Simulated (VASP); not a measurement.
# WC in VASP: settings compared, part 2 of 2

VASP 6.6.1. Earlier steps stand in the parts before.

### 4 Relaxation of cell and atoms, PBE+U

The input, INCAR:

```
SYSTEM = WC
PREC     = Accurate       ! precision mode
ENCUT    = 600            ! plane-wave cutoff, eV
EDIFF    = 1E-6           ! SCF threshold, eV
ISMEAR   = -5             ! smearing method
SIGMA    = 0.1            ! smearing width, eV
LREAL    = .False.        ! projectors in reciprocal space
LASPH    = .True.         ! aspherical terms in the spheres
NELM     = 150            ! most SCF steps
ALGO     = Normal         ! electronic algorithm
ISIF     = 3              ! what is computed and relaxed
LWAVE    = .False.        ! write WAVECAR
LCHARG   = .False.        ! write CHGCAR
LMAXMIX  = 4              ! l up to which the mixer works
LDAU     = .True.         ! DFT+U
LDAUTYPE = 1            
LDAUL    = 2 -1           ! shell
LDAUU    = 4.66 0         ! U, eV
LDAUJ    = 0.92 0       
LDAUPRINT= 1            
GGA      = PE             ! functional
IBRION   = 2              ! ionic algorithm
NSW      = 60             ! ionic steps
EDIFFG   = -0.01          ! ionic threshold
```

The input, KPOINTS:

```
Automatic mesh
0
Gamma
  7 7 7
  0 0 0
```

The input, POSCAR:

```
WC
1.0
   -2.9209057000      0.0000000000     -2.8535823600
    1.4604528500     -2.5295736700      0.0000000000
   -2.9209057000      0.0000000000      2.8535823600
W C
2 2
Direct
    0.0000000000      0.0000000000      0.0000000000
    0.5000000000      0.0000000000      0.5000000000
    0.9166650000      0.6666700000      0.4166650000
    0.4166650000      0.6666700000      0.9166650000
```

Launch:

```
> cat potpaw_PBE.64/W_sv/POTCAR potpaw_PBE.64/C/POTCAR > POTCAR
> mpirun -np 1 vasp_std > vasp.out
```

Run time: 5.1 min. Hardware: 1 thread of Intel Xeon Platinum 8488C (Sapphire Rapids), shared host; peak memory 0.26 GiB.

It converged, with:

```yaml
Free_energy: -36.5566 eV
Relaxed_volume: 10.78 Å³/atom
Relaxed_cell: a = 4.112 Å, b = 2.943 Å, c = 4.112 Å, α = 110.97°, β = 88.51°, γ = 110.97°
Space_group_after_relaxing_to_0.05_Å: P-6m2 (No. 187)
Energy_gained_by_relaxing: 6.0 meV/atom
Ionic_steps: 10
Pressure_after_relaxing: 0.0 GPa
Largest_force_after_relaxing: 0.004 eV/Å
Band_gap_on_the_k_mesh: zero (band 18 reaches 11.23 eV, above the bottom of band 19 at 10.47 eV)
```

Forces in eV/Å, atoms in the order of the input:
```
W    0.004  0.002  0.000
W    0.004  0.002  0.000
C   -0.004 -0.002  0.000
C   -0.004 -0.002  0.000
```

Step by step:
```
step  energy change (eV)  largest force (eV/Å)  pressure (GPa)  volume (Å³)
   1              0.0000                0.0264            8.42        42.17
   2              0.1349                0.0068          -18.95        45.64
   3             -0.0236                0.0159           -0.17        43.11
   4             -0.0236                0.0161           -0.04        43.09
   5             -0.0236                0.0162            0.12        43.07
   6             -0.0236                0.0009            0.19        43.09
   7             -0.0239                0.0083            0.17        43.08
   8             -0.0239                0.0072            0.17        43.08
   9             -0.0238                0.0006           -0.32        43.14
  10             -0.0239                0.0042           -0.02        43.10
```

Final structure:
```xyz
4
Lattice="-2.9454 -0.0012 -2.8700 1.4716 -2.5489 0.0000 -2.9454 -0.0012 2.8700" Properties=species:S:1:pos:R:3 pbc="T T T"
W    -4.4184   -2.5509    0.0000
W    -1.4730   -2.5497    0.0000
C    -2.9468   -1.7013   -1.4350
C    -2.9468   -1.7013    1.4350
```

Levels at points of the mesh, in eV from the Fermi level:
```
           k point  band 15  band 16  band 17  band 18  band 19  band 20  band 21  band 22
(0.00, 0.00, 0.00)    -3.13    -3.12    -0.02     0.04     3.29     3.30     4.32     5.08
```

Eigenvalues of the final occupation matrices:
| site | spin | trace | eigenvalues |
| --- | --- | --- | --- |
| site 1 d | 1 | 1.64 | 0.31 0.31 0.33 0.33 0.36 |
| site 1 d | 2 | 1.64 | 0.31 0.31 0.33 0.33 0.36 |
| site 2 d | 1 | 1.64 | 0.31 0.31 0.33 0.33 0.36 |
| site 2 d | 2 | 1.64 | 0.31 0.31 0.33 0.33 0.36 |

Caveat: spin-orbit coupling is left out, which moves the levels of the heavy elements; U without spin polarisation on a metal has little footing; the U is typed as a test and isn't derived for this compound; tetrahedron occupations give inexact forces and stress in metals. Zero-point motion and thermal expansion aren't in these numbers.

### 5 Single point, PBEsol+U

This run uses another cell than the first one, of 10.31 Å³/atom, 0.977 times its volume.

The input, INCAR:

```
ALGO = Normal
EDIFF = 1E-6
ENCUT = 520
GGA = PS
ISIF = 2
ISMEAR = 1
LASPH = T
LCHARG = F
LDAU = T
LDAUJ = 0.92 0
LDAUL = 2 -1
LDAUPRINT = 1
LDAUTYPE = 1
LDAUU = 4.66 0
LMAXMIX = 4
LREAL = F
LWAVE = F
NBANDS = 26
NELM = 150
PREC = Accurate
SIGMA = 0.1057
```

The input, KPOINTS:

```
k-points
0
Gamma
  7 7 7
```

The input, POSCAR:

```
WC
1.0
   -2.9013604942      0.0009365525     -2.8262311288
    1.4514913254     -2.5140567223      0.0000000000
   -2.9013604942      0.0009365525      2.8262311288
W C
2 2
Direct
    0.0000778793      0.0000778793      0.0000778793
    0.5000778793      0.0000778793      0.5000778793
    0.9165871207      0.6665871207      0.4165871207
    0.4165871207      0.6665871207      0.9165871207
```

Potentials or basis: VASP PAW PBE potentials, release 64 (W_sv, C).

Launch:

```
> cat potpaw_PBE.64/W_sv/POTCAR potpaw_PBE.64/C/POTCAR > POTCAR
> mpirun -np 1 vasp_std > vasp.out
```

OUTCAR:

```text
EDIFF = 1E-6
   ENCUT = 520
   GGA = PS
   ISIF = 2
   ISMEAR = 1
   LASPH = T
   LREAL = F
   NELM = 150
   PREC = Accurate

 ion  position               nearest neighbor table
   1  0.000  0.000  0.000-   3 2.19   4 2.19   3 2.19   4 2.19   3 2.19   4 2.19   2 2.83   2 2.83
                             2 2.90   2 2.90   2 2.90   2 2.90
   2  0.500  0.000  0.500-   3 2.19   4 2.19   3 2.19   4 2.19   4 2.19   3 2.19   1 2.83   1 2.83
                             1 2.90   1 2.90   1 2.90   1 2.90
   3  0.917  0.667  0.417-   1 2.19   2 2.19   1 2.19   2 2.19   2 2.19   1 2.19
   4  0.417  0.667  0.917-   1 2.19   2 2.19   1 2.19   2 2.19   1 2.19   2 2.19

  LATTYP: Found a body centered orthorhombic cell.
 ALAT       =     2.9029826508
 B/A-ratio  =     1.7307603382
 C/A-ratio  =     1.9471223006

  Lattice vectors:

 A1 = (  -2.9013604942,   0.0009365525,  -2.8262311288)
 A2 = (   2.9013604942,  -0.0009365525,  -2.8262311288)
 A3 = (  -1.4498691688,  -2.5131201698,   2.8262311288)

Analysis of symmetry for initial positions (statically):
=====================================================================
 Subroutine PRICEL returns following result:

  LATTYP: Found a base centered orthorhombic cell.
 ALAT       =     2.9029826508
 B/A-ratio  =     1.7307603382
 C/A-ratio  =     0.9735611503

  Lattice vectors:
[... 239 lines left out ...]
  o =  0.3227  v =  0.0000  0.0000  0.0000  0.0000  0.0000 -0.0000 -0.5000 -0.0000 -0.8660  0.0000      0.0000  0.0000  0.0000  0.0000  0.0000  0.0000  0.0000  0.0000  0.0000  0.0000
  o =  0.3230  v = -0.0000  0.8660 -0.0000 -0.5000 -0.0000  0.0000  0.0000  0.0000  0.0000  0.0000      0.0000  0.0000  0.0000  0.0000  0.0000  0.0000  0.0000  0.0000  0.0000  0.0000
  o =  0.3230  v =  0.0000  0.0000  0.0000  0.0000  0.0000 -0.0000  0.8660 -0.0000 -0.5000 -0.0000      0.0000  0.0000  0.0000  0.0000  0.0000  0.0000  0.0000  0.0000  0.0000  0.0000
  o =  0.3411  v =  0.0000  0.0000  0.0000  0.0000  0.0000 -0.8660 -0.0000 -0.0071  0.0000 -0.5000      0.0000  0.0000  0.0000  0.0000  0.0000  0.0000  0.0000  0.0000  0.0000  0.0000
  o =  0.3411  v = -0.8660 -0.0000 -0.0071  0.0000 -0.5000  0.0000  0.0000  0.0000  0.0000  0.0000      0.0000  0.0000  0.0000  0.0000  0.0000  0.0000  0.0000  0.0000  0.0000  0.0000
  o =  0.3427  v =  0.5000 -0.0000  0.0000  0.0000 -0.8660  0.0000  0.0000  0.0000  0.0000  0.0000      0.0000  0.0000  0.0000  0.0000  0.0000  0.0000  0.0000  0.0000  0.0000  0.0000
  o =  0.3427  v =  0.0000  0.0000  0.0000  0.0000  0.0000  0.5000 -0.0000  0.0000  0.0000 -0.8660      0.0000  0.0000  0.0000  0.0000  0.0000  0.0000  0.0000  0.0000  0.0000  0.0000
  o =  0.3657  v =  0.0062  0.0000 -1.0000  0.0000  0.0036  0.0000  0.0000  0.0000  0.0000  0.0000      0.0000  0.0000  0.0000  0.0000  0.0000  0.0000  0.0000  0.0000  0.0000  0.0000
  o =  0.3657  v =  0.0000  0.0000  0.0000  0.0000  0.0000  0.0062  0.0000 -1.0000  0.0000  0.0036      0.0000  0.0000  0.0000  0.0000  0.0000  0.0000  0.0000  0.0000  0.0000  0.0000

 number of electron      35.9999998 magnetization

 Free energy of the ion-electron system (eV)
  ---------------------------------------------------
  ext. energy  EPLUGINS =         0.00000000
  ---------------------------------------------------
  free energy    TOTEN  =       -39.36556263 eV

  energy without entropy =      -39.36578425  energy(sigma->0) =      -39.36563650

 E-fermi :  11.3689     XC(G=0): -13.9741

 val. band max:       11.3249746734   @ k =   0.4286   0.1429   0.4286
 cond. band min:      11.3935934155   @ k =  -0.1429   0.0000   0.1429
 fundamental gap:      0.0686187421
 Fermi energy:        11.3689109108

 k-point     1 :       0.0000    0.0000    0.0000
  band No.  band energies     occupation
      1     -63.1435      2.00000
      2     -63.0426      2.00000
      3     -27.7116      2.00000
      4     -27.6915      2.00000
      5     -27.1168      2.00000
      6     -27.1009      2.00000
[... 685 lines left out ...]
     25      18.3697      0.00000
     26      19.7813      0.00000

 [... further k-points ...]
[... 5 lines left out ...]
  --------------------------------------------------------------------------------------
  -------------------------------------------------------------------------------------
  Total        2.0684639      2.1091768      2.8842917     -0.0352584      0.0000000      0.0000000
  in kB       80.3942608     81.9766331    112.1027525     -1.3703746      0.0000000      0.0000000
  external PRESSURE =      91.4912155 kB  Pullay stress =       0.0000000 kB

 VOLUME and BASIS-vectors are now :
 -----------------------------------------------------------------------------
  energy-cutoff  :      520.00
  volume of cell :       41.22
      direct lattice vectors                 reciprocal lattice vectors
    -2.901360494  0.000936552 -2.826231129    -0.172365069 -0.099515019 -0.176914052
     1.451491325 -2.514056722  0.000000000    -0.000128421 -0.397837644  0.000000000
    -2.901360494  0.000936552  2.826231129    -0.172365069 -0.099515019  0.176914052

 POSITION                                       TOTAL-FORCE (eV/Angst)
 -----------------------------------------------------------------------------------
     -0.00034     -0.00020      0.00000        -0.003320     -0.001917      0.000000
     -2.90170      0.00074      0.00000        -0.003320     -0.001917      0.000000
     -2.90047     -1.67459     -1.41312         0.003320      0.001917      0.000000
     -2.90047     -1.67459      1.41312         0.003320      0.001917      0.000000
 -----------------------------------------------------------------------------------
    total drift:                                0.000080      0.000049     -0.000000

  FREE ENERGIE OF THE ION-ELECTRON SYSTEM (eV)
  ---------------------------------------------------
  free  energy   TOTEN  =       -39.3655626317 eV

  energy  without entropy=      -39.3657842473  energy(sigma->0) =      -39.36563650
```

OSZICAR:

```text
N       E                     dE             d eps       ncg     rms          rms(c)
DAV:   1     0.348317772917E+03    0.34832E+03   -0.19400E+04  3344   0.158E+03
DAV:   2    -0.280601967770E+02   -0.37638E+03   -0.36602E+03  3628   0.466E+02
DAV:   3    -0.456499299881E+02   -0.17590E+02   -0.17347E+02  4002   0.957E+01
DAV:   4    -0.459327936853E+02   -0.28286E+00   -0.28210E+00  3966   0.121E+01
DAV:   5    -0.459354141614E+02   -0.26205E-02   -0.26190E-02  3962   0.128E+00    0.466E+01
DAV:   6    -0.395396756315E+02    0.63957E+01   -0.19020E+01  3882   0.322E+01    0.124E+01
DAV:   7    -0.394328108760E+02    0.10686E+00   -0.83014E-01  3700   0.585E+00    0.752E+00
DAV:   8    -0.393683016243E+02    0.64509E-01   -0.15908E-01  3742   0.223E+00    0.984E-01
DAV:   9    -0.393658888026E+02    0.24128E-02   -0.12436E-02  3608   0.550E-01    0.275E-01
DAV:  10    -0.393655780514E+02    0.31075E-03   -0.13025E-03  3756   0.299E-01    0.104E-01
DAV:  11    -0.393655638778E+02    0.14174E-04   -0.94342E-05  3744   0.605E-02    0.178E-02
DAV:  12    -0.393655626128E+02    0.12650E-05   -0.70773E-06  3138   0.158E-02    0.138E-03
DAV:  13    -0.393655626317E+02   -0.18867E-07   -0.22945E-07  1830   0.389E-03
   1 F= -.39365563E+02 E0= -.39365637E+02  d E =0.221616E-03
```

stdout:

```text
POSCAR found type information on POSCAR W C
 POSCAR found :  2 types and       4 ions
 scaLAPACK will be used
 -----------------------------------------------------------------------------
|                                                                             |
|                                                                             |
|     You enforced a specific xc type in the INCAR file but a different       |
|     I HOPE YOU KNOW WHAT YOU ARE DOING!                                     |
|                                                                             |
 -----------------------------------------------------------------------------

 LDA part: xc-table for (Slater+PW92), standard interpolation
 POSCAR, INCAR and KPOINTS ok, starting setup
 FFT: planning ... GRIDC
 FFT: planning ... GRID_SOFT
 FFT: planning ... GRID
 WAVECAR not read
 entering main loop
```

Run time: 30 s. Hardware: 1 thread of Intel Xeon Platinum 8488C (Sapphire Rapids), shared host; peak memory 0.19 GiB.

What came out:

```
Free energy            : -39.3656 eV
Pressure               : 9.1 GPa
Largest force          : 0.004 eV/Å
Band gap on the k mesh : zero (band 18 reaches 11.69 eV, above the bottom of band 19 at 10.89 eV)
```

Forces on the atoms (eV/Å):
```
W   -0.003 -0.002  0.000
W   -0.003 -0.002  0.000
C    0.003  0.002  0.000
C    0.003  0.002  0.000
```

Stress tensor (GPa, compression positive):
```
 8.04 -0.14  0.00
-0.14  8.20  0.00
 0.00  0.00 11.21
```

Levels at points of the mesh, in eV from the Fermi level:
```csv
k point,band 16,band 17,band 18,band 19,band 20,band 21
"(0.00, 0.00, 0.00)",-3.39,-0.06,0.07,3.40,3.40,4.53
```

Eigenvalues of the final occupation matrices:
```tsv
site	spin	trace	eigenvalues
site 1 d	1	1.70	0.32 0.32 0.34 0.34 0.37
site 1 d	2	1.70	0.32 0.32 0.34 0.34 0.37
site 2 d	1	1.70	0.32 0.32 0.34 0.34 0.37
site 2 d	2	1.70	0.32 0.32 0.34 0.34 0.37
```

Caveat: the PAW data sets were made with another functional, which shifts forces and pressure a little; spin-orbit coupling is left out, which moves the levels of the heavy elements; U without spin polarisation on a metal has little footing; the U is typed as a test and isn't derived for this compound.

### 6 Overview

```csv
task,level,cell,cutoff (eV),smearing,gap on the mesh (eV),pressure (GPa),relaxed volume (Å³/atom)
single point,PBE+U,"a = 4.082, b = 2.924 Å, angles 111.0, 88.4, 111.0°, 4 atoms",520,tetrahedron,none,8.4,-
relaxation of cell and atoms,PBEsol+U,"relaxed from a = 4.083, b = 2.921 Å, angles 111.0, 88.7, 111.0°, 4 atoms",600,methfessel-paxton 0.1057 eV,none,0.0,10.53
relaxation of cell and atoms,PBE+U,"relaxed from a = 4.083, b = 2.921 Å, angles 111.0, 88.7, 111.0°, 4 atoms",600,tetrahedron,none,0.0,10.78
single point,PBEsol+U,"a = 4.050, b = 2.903 Å, angles 111.0, 88.5, 111.0°, 4 atoms",520,methfessel-paxton 0.1057 eV,none,9.1,-
```

Alike in all rows: potentials or basis VASP PAW PBE potentials, release 64 (W_sv, C); no spin polarisation; W d U = 4.66 eV, J = 0.92 eV; k mesh 7 × 7 × 7.

Caveats: spin-orbit coupling is left out, which moves the levels of the heavy elements; U without spin polarisation on a metal has little footing; the U is typed as a test and isn't derived for this compound; tetrahedron occupations give inexact forces and stress in metals (some runs); the PAW data sets were made with another functional, which shifts forces and pressure a little (some runs).

Total energies depend on the potentials used, so only differences within one code and one set of settings carry meaning.
